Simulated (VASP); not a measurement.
A run of VASP 6.6.1:

File INCAR:

```
PREC = Accurate
ENCUT = 520
EDIFF = 1E-6
ISMEAR = -1
SIGMA = 0.05
LREAL = F
LASPH = T
NELM = 150
ALGO = Normal
ISIF = 2
LWAVE = F
LCHARG = T
ISPIN = 2
MAGMOM = 0 0
LORBIT = 11
NUPDOWN = 0.0
LMAXMIX = 4
GGA = PE
LELF = T
LVHAR = T
NBANDS = 17
```

Contents of KPOINTS:

```
Automatic mesh
0
Gamma
  8 8 8
```

POSCAR

```
AlCo
1.0
    2.8194032100      0.0000000000      0.0000000000
    0.0000000000      2.8194032100      0.0000000000
    0.0000000000      0.0000000000      2.8194032100
Co Al
1 1
Direct
    0.5000000000      0.5000000000      0.5000000000
    0.0000000000      0.0000000000      0.0000000000
```

Potentials or basis: VASP PAW PBE potentials, release 64 (Co, Al).

The run is started by

```console
$ cat potpaw_PBE.64/Co/POTCAR potpaw_PBE.64/Al/POTCAR > POTCAR
$ mpirun -np 1 vasp_std > vasp.out
```

Hardware: 1 thread of Intel(R) Xeon(R) Platinum 8488C (Sapphire Rapids), with other jobs on the host.

Task: How long does it take, and how much memory?

Result: Run time: 13 s on 1 thread of Intel(R) Xeon(R) Platinum 8488C (Sapphire Rapids) (shared host), peak memory 0.16 GiB. Counts: scf iterations 13, k points 35.
